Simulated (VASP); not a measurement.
# ScHO2 (R-3m) in VASP: a series of runs

The runs below take ScHO2 through single point, with LDA.

Program: VASP 6.6.1. These are calculated values, not measurements. Logs are shortened: lines on timing, memory, paths and dates and some standing lists are left out, and cuts for length are marked.

### Step 1. The cell of the first run

It takes space group R-3m (No. 166, trigonal). Conventional cell: a = 3.233 Å, b = 3.233 Å, c = 13.593 Å, α = 90.00°, β = 90.00°, γ = 120.00°. Within 2.8 Å of Sc (site symmetry -3m) lie 6 O at 2.14 Å. Within 1.6 Å of H (site symmetry -3m) lie 2 O at 1.22 Å. Within 1.6 Å of O (site symmetry 3m) lie 1 H at 1.22 Å.

### Step 2. Single point, LDA

INCAR reads:

```
PREC = Accurate ; ENCUT = 520
EDIFF = 1E-7 ; ISMEAR = 0
SIGMA = 0.01 ; LREAL = False
LASPH = True ; NELM = 100
ALGO = Normal ; ISIF = 2
LWAVE = False ; LCHARG = False
GGA = CA ; NBANDS = 20
```

KPOINTS reads:

```
Automatic mesh
0
Gamma
  7 7 7
```

POSCAR reads:

```
ScHO2
1.0
    1.6165890000      0.9333380000      4.5309240000
   -1.6165890000      0.9333380000      4.5309240000
    0.0000000000     -1.8666760000      4.5309240000
Sc H O
1 1 2
Direct
    0.0000000000      0.0000000000      0.0000000000
    0.5000000000      0.5000000000      0.5000000000
    0.5897010000      0.5897010000      0.5897010000
    0.4102990000      0.4102990000      0.4102990000
```

Potentials or basis: VASP PAW LDA potentials, release 64 (Sc_sv, H, O).

On the command line:

```sh
cat potpaw_LDA.64/Sc_sv/POTCAR potpaw_LDA.64/H/POTCAR potpaw_LDA.64/O/POTCAR > POTCAR
mpirun -np 1 vasp_std > vasp.out
```

OUTCAR:

```text
PREC = Accurate
   ENCUT = 520
   EDIFF = 1E-7
   ISMEAR = 0
   LREAL = False
   LASPH = True
   NELM = 100
   ISIF = 2
   GGA = CA

 ion  position               nearest neighbor table
   1  0.000  0.000  0.000-   3 2.14   4 2.14   3 2.14   3 2.14   4 2.14   4 2.14
   2  0.500  0.500  0.500-   3 1.22   4 1.22
   3  0.590  0.590  0.590-   2 1.22   1 2.14   1 2.14   1 2.14
   4  0.410  0.410  0.410-   2 1.22   1 2.14   1 2.14   1 2.14

  LATTYP: Found a trigonal (rhomboedric) cell.
 ALAT       =     4.9003828535
 COS(alpha) =     0.7823447179

  Lattice vectors:

 A1 = (   1.6165890000,   0.9333380000,   4.5309240000)
 A2 = (  -1.6165890000,   0.9333380000,   4.5309240000)
 A3 = (   0.0000000000,  -1.8666760000,   4.5309240000)

Analysis of symmetry for initial positions (statically):
=====================================================================
 Subroutine PRICEL returns:
 Original cell was already a primitive cell.

 Routine SETGRP: Setting up the symmetry group for a
 trigonal (rhombohedral) supercell.

 Subroutine GETGRP returns: Found 12 space group operations
 (whereof 12 operations were pure point group operations)
 out of a pool of 12 trial point group operations.

The static configuration has the point symmetry D_3d.

Analysis of symmetry for dynamics (positions and initial velocities):
=====================================================================
 Subroutine PRICEL returns:
 Original cell was already a primitive cell.

 Routine SETGRP: Setting up the symmetry group for a
 trigonal (rhombohedral) supercell.

 Subroutine GETGRP returns: Found 12 space group operations
 (whereof 12 operations were pure point group operations)
 out of a pool of 12 trial point group operations.

The dynamic configuration has the point symmetry D_3d.

 Subroutine INISYM returns: Found 12 space group operations
 (whereof 12 operations are pure point group operations),
 and found     1 'primitive' translations

----------------------------------------------------------------------------------------

                                     Primitive cell

  volume of cell :      41.0182

  direct lattice vectors                    reciprocal lattice vectors
     1.616589000  0.933338000  4.530924000     0.309293209  0.178570536  0.073568511
    -1.616589000  0.933338000  4.530924000    -0.309293209  0.178570536  0.073568511
     0.000000000 -1.866676000  4.530924000     0.000000000 -0.357141071  0.073568511

  length of vectors
     4.900382854  4.900382854  4.900382800     0.364639619  0.364639619  0.364639645

  position of ions in fractional coordinates (direct lattice)
     0.000000000  0.000000000  0.000000000
     0.500000000  0.500000000  0.500000000
     0.589701000  0.589701000  0.589701000
     0.410299000  0.410299000  0.410299000

  ion indices of the primitive-cell ions
   primitive index   ion index
                 1           1
                 2           2
                 3           3
                 4           4

----------------------------------------------------------------------------------------

 KPOINTS: Automatic mesh

Automatic generation of k-mesh.
 Grid dimensions read from file:
 generate k-points for:    7    7    7

 Generating k-lattice:

  Cartesian coordinates                     Fractional coordinates (reciprocal lattice)
     0.044184744  0.025510077  0.010509787     0.142857143  0.000000000  0.000000000
    -0.044184744  0.025510077  0.010509787     0.000000000  0.142857143  0.000000000
     0.000000000 -0.051020153  0.010509787     0.000000000  0.000000000  0.142857143

  Length of vectors
     0.052091374  0.052091374  0.052091378

  Shift w.r.t. Gamma in fractional coordinates (k-lattice)
     0.000000000  0.000000000  0.000000000

 Subroutine IBZKPT returns following result:
 ===========================================

 Found     44 irreducible k-points:

 Following reciprocal coordinates:
            Coordinates               Weight
  0.000000  0.000000  0.000000      1.000000
  0.142857 -0.000000  0.000000      6.000000
  0.285714  0.000000  0.000000      6.000000
  0.428571 -0.000000  0.000000      6.000000
  0.142857  0.142857  0.000000      6.000000
  0.285714  0.142857  0.000000     12.000000
[... 16 lines left out ...]
  0.285714  0.285714  0.142857      6.000000
  0.428571  0.285714  0.142857     12.000000
 [... further k-points ...]
   k-points           NKPTS =     44   k-points in BZ     NKDIM =     44   number of bands    NBANDS=     20
   number of dos      NEDOS =    301   number of ions     NIONS =      4
   total plane-waves  NPLWV =  46656
   dimension x,y,z NGX =    36 NGY =   36 NGZ =   36
   dimension x,y,z NGXF=    72 NGYF=   72 NGZF=   72
   ions per type =               1   1   2
   NGX,Y,Z   is equivalent  to a cutoff of  12.21, 12.21, 12.21 a.u.
   NGXF,Y,Z  is equivalent  to a cutoff of  24.43, 24.43, 24.43 a.u.
 SYSTEM =  unknown system
   PREC   = accura    normal or accurate (medium, high low for compatibility)
   ISTART =      0    job   : 0-new  1-cont  2-samecut
   ICHARG =      2    charge: 1-file 2-atom 10-const
   ISPIN  =      1    spin polarized calculation?
   LNONCOLLINEAR =      F non collinear calculations
   LSORBIT =      F    spin-orbit coupling
   LASPH  =      T    aspherical Exc in radial PAW
   ENCUT  =  520.0 eV  38.22 Ry    6.18 a.u.   9.11  9.11  9.11*2*pi/ulx,y,z
   NELM   =    100;   NELMIN=  2; NELMDL= -5     # of ELM steps
   EDIFF  = 0.1E-06   stopping-criterion for ELM
   LREAL  =      F    real-space projection
   EDIFFG = 0.1E-05   stopping-criterion for IOM
   NSW    =      0    number of steps for IOM
   IBRION =     -1    ionic relax: 0-MD 1-quasi-New 2-CG
   NFREE  =      0    steps in history (QN), initial steepest desc. (CG)
   ISIF   =      2    stress and relaxation
   ISYM   =      2    0-nonsym 1-usesym 2-fastsym
   POTIM  = 0.5000    time-step for ionic-motion
   TEBEG  =    0.0;   TEEND  =   0.0 temperature during run
   PSTRESS=    0.0 pullay stress
   NELECT =      24.0000    total number of electrons
   NUPDOWN=      -1.0000    fix difference up-down
   EMIN   =  10.00;   EMAX   =-10.00  energy-range for DOS
   EFERMI =   0.00;   METHOD = LEGACY
   ISMEAR =     0;   SIGMA  =   0.01  broadening in eV -4-tet -1-fermi 0-gaus
   EFERMI_NEDOS =   21; number of points for ismear=-14 and -15
   IALGO  =     38    algorithm
   IMIX   =      4    mixing-type and parameters
     AMIX     =   0.40;   BMIX     =  1.00
     AMIX_MAG =   1.60;   BMIX_MAG =  1.00
  volume/ion in A,a.u.               =      10.25        69.20
  Fermi-wavevector in a.u.,A,eV,Ry     =   1.369261  2.587529 25.509249  1.874877
  Thomas-Fermi vector in A             =   2.495152
   LORBIT       =      0    0 simple, 1 ext, 2 COOP (PROOUT), +10 PAW based schemes
   GGA     = CA    functional components
   LHFCALC =     F    Hartree Fock is set to
   AEXX    =    0.0000 exact exchange contribution
   IVDW    =     0    specifies the selected vdW correction
   LEPSILON=     F    determine dielectric tensor
   LRPA    =     F    only Hartree local field effects (RPA)
 non-spin polarized calculation
 Gauss-broadening in eV      SIGMA  =   0.01
  energy-cutoff  :      520.00
  volume of cell :       41.02
 maximum number of plane-waves:      1119
   NGX = 19   NGY = 19   NGZ = 19

 number of electron      24.0000002 magnetization

 Free energy of the ion-electron system (eV)
  ---------------------------------------------------
  ext. energy  EPLUGINS =         0.00000000
  ---------------------------------------------------
  free energy    TOTEN  =       -32.32066954 eV

  energy without entropy =      -32.32066954  energy(sigma->0) =      -32.32066954

 E-fermi :   1.1485     XC(G=0): -10.7249

 val. band max:        1.0655225023   @ k =  -0.1429   0.1429   0.0000
 cond. band min:       4.9479590580   @ k =   0.4286   0.4286   0.0000
 fundamental gap:      3.8824365557
 Fermi energy:         1.1485120543

 k-point     1 :       0.0000    0.0000    0.0000
  band No.  band energies     occupation
      1     -45.6861      2.00000
      2     -24.7980      2.00000
      3     -24.4579      2.00000
      4     -24.4579      2.00000
      5     -16.2345      2.00000
      6     -13.9552      2.00000
[... 12 lines left out ...]
     19      11.6694      0.00000
     20      15.7632      0.00000

 k-point     2 :       0.1429   -0.0000    0.0000
  band No.  band energies     occupation
      1     -45.6747      2.00000
      2     -24.7709      2.00000
      3     -24.5750      2.00000
      4     -24.4773      2.00000
      5     -16.0544      2.00000
      6     -14.0652      2.00000
[... 12 lines left out ...]
     19      12.5746      0.00000
     20      15.7517      0.00000

 k-point     3 :       0.2857    0.0000    0.0000
  band No.  band energies     occupation
      1     -45.6489      2.00000
      2     -24.8326      2.00000
      3     -24.7007      2.00000
      4     -24.5206      2.00000
      5     -15.6478      2.00000
      6     -14.3155      2.00000
[... 12 lines left out ...]
     19      13.8200      0.00000
     20      14.6355      0.00000

 k-point     4 :       0.4286   -0.0000    0.0000
  band No.  band energies     occupation
      1     -45.6282      2.00000
      2     -25.0205      2.00000
      3     -24.6504      2.00000
      4     -24.5550      2.00000
      5     -15.3034      2.00000
      6     -14.5340      2.00000
[... 12 lines left out ...]
     19      12.4456      0.00000
     20      14.9976      0.00000

 k-point     5 :       0.1429    0.1429    0.0000
  band No.  band energies     occupation
      1     -45.6747      2.00000
      2     -24.7717      2.00000
      3     -24.5747      2.00000
      4     -24.4774      2.00000
      5     -16.0385      2.00000
      6     -14.0921      2.00000
[... 12 lines left out ...]
     19      12.3830      0.00000
     20      15.6304      0.00000
[... 353 lines left out ...]
      6     -14.3348      2.00000
[... 12 lines left out ...]
     19      12.1787      0.00000
     20      15.6503      0.00000

 k-point    22 :      -0.1429    0.1429    0.1429
  band No.  band energies     occupation
      1     -45.6489      2.00000
      2     -24.8303      2.00000
      3     -24.7011      2.00000
      4     -24.5208      2.00000
      5     -15.7370      2.00000
      6     -14.2002      2.00000
[... 12 lines left out ...]
     19      13.8427      0.00000
     20      14.8014      0.00000

 k-point    23 :       0.2857    0.2857    0.1429
  band No.  band energies     occupation
      1     -45.6746      2.00000
      2     -24.7777      2.00000
      3     -24.5739      2.00000
      4     -24.4775      2.00000
      5     -15.8746      2.00000
      6     -14.3362      2.00000
[... 12 lines left out ...]
     19      11.5366      0.00000
     20      15.0140      0.00000

 k-point    24 :       0.4286    0.2857    0.1429
  band No.  band energies     occupation
      1     -45.6560      2.00000
      2     -24.7401      2.00000
      3     -24.7315      2.00000
      4     -24.5248      2.00000
      5     -15.6407      2.00000
      6     -14.4229      2.00000
[... 12 lines left out ...]
     19      12.3097      0.00000
     20      15.2473      0.00000

 [... further k-points ...]
[... 5 lines left out ...]
  --------------------------------------------------------------------------------------
  -------------------------------------------------------------------------------------
  Total       -2.2907120     -2.2907115     -2.0650056     -0.0000000      0.0000000      0.0000000
  in kB      -89.4755709    -89.4755528    -80.6594416     -0.0000000      0.0000000      0.0000000
  external PRESSURE =     -86.5368551 kB  Pullay stress =       0.0000000 kB

 VOLUME and BASIS-vectors are now :
 -----------------------------------------------------------------------------
  energy-cutoff  :      520.00
  volume of cell :       41.02
      direct lattice vectors                 reciprocal lattice vectors
     1.616589000  0.933338000  4.530924000     0.309293209  0.178570536  0.073568511
    -1.616589000  0.933338000  4.530924000    -0.309293209  0.178570536  0.073568511
     0.000000000 -1.866676000  4.530924000     0.000000000 -0.357141071  0.073568511

 POSITION                                       TOTAL-FORCE (eV/Angst)
 -----------------------------------------------------------------------------------
      0.00000      0.00000      0.00000        -0.000000      0.000000      0.000000
      0.00000      0.00000      6.79639         0.000000      0.000000      0.000000
      0.00000      0.00000      8.01567        -0.000000      0.000000      0.384488
      0.00000      0.00000      5.57710        -0.000000     -0.000000     -0.384488
 -----------------------------------------------------------------------------------
    total drift:                               -0.000000      0.000000      0.000000

  FREE ENERGIE OF THE ION-ELECTRON SYSTEM (eV)
  ---------------------------------------------------
  free  energy   TOTEN  =       -32.3206695384 eV

  energy  without entropy=      -32.3206695384  energy(sigma->0) =      -32.32066954
```

It took 45 s on 1 thread of AMD EPYC 9R45 (Zen 5), shared host; peak memory 0.16 GiB.

What came out:

```
Free energy            : -32.3207 eV
Pressure               : -8.7 GPa
Largest force          : 0.384 eV/Å
Band gap on the k mesh : 3.88 eV, indirect (least direct gap 4.23 eV)
```

Forces on the atoms (eV/Å):
```
Sc   0.000  0.000  0.000
H    0.000  0.000  0.000
O    0.000  0.000  0.384
O    0.000  0.000 -0.384
```

A k mesh can miss the band edges.

### Step 3. Single point, LDA

INCAR reads:

```
SYSTEM = ScHO2
PREC     = Accurate       ! precision mode
ENCUT    = 520            ! plane-wave cutoff, eV
EDIFF    = 1E-6           ! SCF threshold, eV
ISMEAR   = 0              ! smearing method
SIGMA    = 0.01           ! smearing width, eV
LREAL    = .False.        ! projectors in reciprocal space
LASPH    = .True.         ! aspherical terms in the spheres
NELM     = 80             ! most SCF steps
ALGO     = Normal         ! electronic algorithm
ISIF     = 2              ! what is computed and relaxed
LWAVE    = .False.        ! write WAVECAR
LCHARG   = .False.        ! write CHGCAR
NBANDS   = 20             ! bands
```

KPOINTS reads:

```
Automatic mesh
0
Gamma
  7 7 7
  0 0 0
```

POSCAR is that of step 2.

Potentials or basis: VASP PAW LDA potentials, release 64 (Sc_sv, H, O).

On the command line:

```sh
cat potpaw_LDA.64/Sc_sv/POTCAR potpaw_LDA.64/H/POTCAR potpaw_LDA.64/O/POTCAR > POTCAR
mpirun -np 1 vasp_std > vasp.out
```

It took 42 s on 1 thread of AMD EPYC 9R45 (Zen 5), shared host; peak memory 0.16 GiB.

It converged, with:

```
Free energy            : -32.3207 eV
Pressure               : -8.7 GPa
Largest force          : 0.385 eV/Å
Band gap on the k mesh : 3.88 eV, indirect (least direct gap 4.23 eV)
```

Forces on the atoms (eV/Å):
```
Sc   0.000  0.000  0.000
H    0.000  0.000  0.000
O    0.000  0.000  0.385
O    0.000  0.000 -0.385
```

Stress tensor (GPa, compression positive):
```
-8.94  0.00  0.00
 0.00 -8.94  0.00
 0.00  0.00 -8.07
```

Levels at points of the mesh, in eV from the valence-band top:
```tsv
k point	band 8	band 9	band 10	band 11	band 12	band 13	band 14	band 15	band 16	band 17
(0.00, 0.00, 0.00)	-2.26	-2.26	-0.55	-0.55	-0.15	4.47	4.69	4.69	5.95	7.77
```
